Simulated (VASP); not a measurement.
A run of VASP 6.6.1:

The input INCAR:

```
PREC = Accurate
ENCUT = 520
EDIFF = 1E-6
ISMEAR = -1
SIGMA = 0.05
LREAL = False
LASPH = True
NELM = 60
ALGO = Normal
ISIF = 2
LWAVE = False
LCHARG = False
GGA = PE
NBANDS = 16
```

KPOINTS

```
regular mesh
0
Gamma
  13 13 13
```

File POSCAR:

```
HgTe
1.0
    0.0000000000      2.7660517140      2.7660517140
    2.7660517140      0.0000000000      2.7660517140
    2.7660517140      2.7660517140      0.0000000000
Hg Te
1 1
Direct
    0.0000000000      0.0000000000      0.0000000000
    0.2500000000      0.2500000000      0.2500000000
```

Potentials or basis: VASP PAW PBE potentials, release 64 (Hg, Te).

Run with:

```sh
$ cat potpaw_PBE.64/Hg/POTCAR potpaw_PBE.64/Te/POTCAR > POTCAR
$ mpirun -np 1 vasp_std > vasp.out
```

Hardware: 1 thread of Intel Xeon 8259CL, on a shared host.

Q: How long does it take, and how much memory?

A: Wall time 90 s on 1 thread of Intel Xeon 8259CL (shared host), peak memory 0.21 GiB. Counts: scf iterations 12, k points 84.
